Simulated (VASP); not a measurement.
# WC: single point with LDA

Crystal: WC.

```
W C
1.0
    -2.90158   -5.02568    0.00000
     4.35237   -2.51284    0.00000
     0.00000    0.00000    5.67734
W C
8 8
Direct
  0.77225 0.53634 0.98623
  0.74285 0.56818 0.50492
  0.51746 0.02551 0.00345
  0.51845 0.02565 0.45183
  0.21435 0.54521 0.98813
  0.24893 0.56877 0.48618
  0.99451 0.07912 0.96236
  0.01445 0.05152 0.52049
  0.52851 0.68717 0.27992
  0.53613 0.73025 0.78170
  0.25845 0.21255 0.23904
  0.28761 0.19555 0.77920
  0.01583 0.72745 0.26541
  0.99911 0.70298 0.75424
  0.79929 0.26485 0.25508
  0.72967 0.13749 0.74526
```

```yaml
Program: VASP 6.6.1
Task: single point
Functional: LDA
Potentials_or_basis: VASP PAW LDA potentials, release 64 (W_sv, C)
Cutoff: 520 eV
k_mesh: 2 × 2 × 2
Occupations: fermi-dirac, width 0.36 eV
Spin: no spin polarisation
Dipole_correction: no
Further_INCAR_settings: LREAL = Auto; ALGO = Normal; EDIFF = 1e-06; NBANDS = 86
```

```
Pressure               : 16.6 GPa
Largest force          : 8.883 eV/Å
Band gap on the k mesh : zero (band 72 reaches 11.67 eV, above the bottom of band 73 at 11.25 eV)
```

Forces in eV/Å, atoms in the order of the input:
```
W    3.090  2.297  2.701
W   -5.672 -1.656  0.838
W    2.528  0.174  0.656
W    4.717 -1.514  6.437
W   -3.611 -6.254  1.777
W   -3.500  0.411  2.010
W   -5.510 -0.293  6.962
W    0.211 -0.751 -5.384
C    2.553  1.740 -5.526
C   -0.870  4.219 -3.347
C    0.981 -0.019  0.962
C    1.936  1.316 -3.363
C    1.260  1.088 -1.158
C    1.200 -1.046 -2.048
C   -2.349  3.299  0.517
C    3.036 -3.011 -2.032
```

Stress tensor (GPa, compression positive):
```
19.05  4.46 -3.65
 4.46 10.97 -3.77
-3.65 -3.77 19.74
```

Levels at points of the mesh, in eV from the Fermi level:
```tsv
k point	band 69	band 70	band 71	band 72	band 73	band 74	band 75	band 76
(0.00, 0.00, 0.00)	-0.75	-0.68	-0.37	-0.19	0.06	0.81	1.17	1.67
(0.50, 0.00, 0.00)	-1.12	-0.78	-0.47	-0.07	0.35	0.67	0.77	1.19
(0.00, 0.50, 0.00)	-0.96	-0.77	-0.47	0.24	0.80	1.34	1.78	2.01
(0.50, 0.50, 0.00)	-1.58	-1.50	-1.38	-0.59	0.82	1.34	1.51	1.67
(0.00, 0.00, 0.50)	-1.11	-0.62	-0.43	-0.31	0.12	0.37	0.78	0.94
(0.50, 0.00, 0.50)	-1.31	-1.05	-0.82	-0.58	-0.18	0.24	0.51	0.74
(0.00, 0.50, 0.50)	-1.45	-1.27	-1.07	-0.76	0.58	0.77	0.82	0.87
(0.50, 0.50, 0.50)	-1.71	-1.58	-1.13	-0.93	0.25	0.62	1.23	1.63
```

It took 2.2 min on 1 thread of AMD EPYC 9R45 96-Core Processor (Zen 5) (shared host), peak memory 0.24 GiB.

Caveat: the k points lie up to 0.63 Å⁻¹ apart; spin-orbit coupling is left out, which moves the levels of the heavy elements; forces of over 1 eV/Å act on the atoms, so gaps and moduli don't describe the material at rest.
